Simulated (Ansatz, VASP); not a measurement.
# Two plane-wave programs on Mo

```
Mo
1.0
    -1.56466    1.56466    1.56466
     1.56466   -1.56466    1.56466
     1.56466    1.56466   -1.56466
Mo
1
Cartesian
  0.0000 0.0000 0.0000
```

Alike in both runs: functional PBEsol; k mesh 18 × 18 × 18; occupations gaussian, width 0.1 eV; no spin polarisation.

Ansatz relaxed the structure, and its values are those at the end. VASP's run is a single point on that final structure, the one shown.

|  | VASP | Ansatz |
| --- | --- | --- |
| version | VASP 6.6.1 | Ansatz 0.2.0 |
| potentials or method | VASP PAW PBE potentials, release 64 (Mo_sv), cutoff 500 eV | scalar-relativistic, plane waves, PAW |
| valence electrons in the cell | 14 | 14 |

Ansatz gave:

| Property | Result |
| --- | --- |
| gap on the k mesh at the Fermi level (eV) | none |
| pressure (GPa) | 0.0 |

Question: Estimate VASP's values.

Answer: gap on the k mesh at the Fermi level (eV): none; pressure (GPa): 0.6.

VASP's potentials were made for PBE, not for PBEsol. A gap of «none» marks a metal or a gap that the smearing closes.
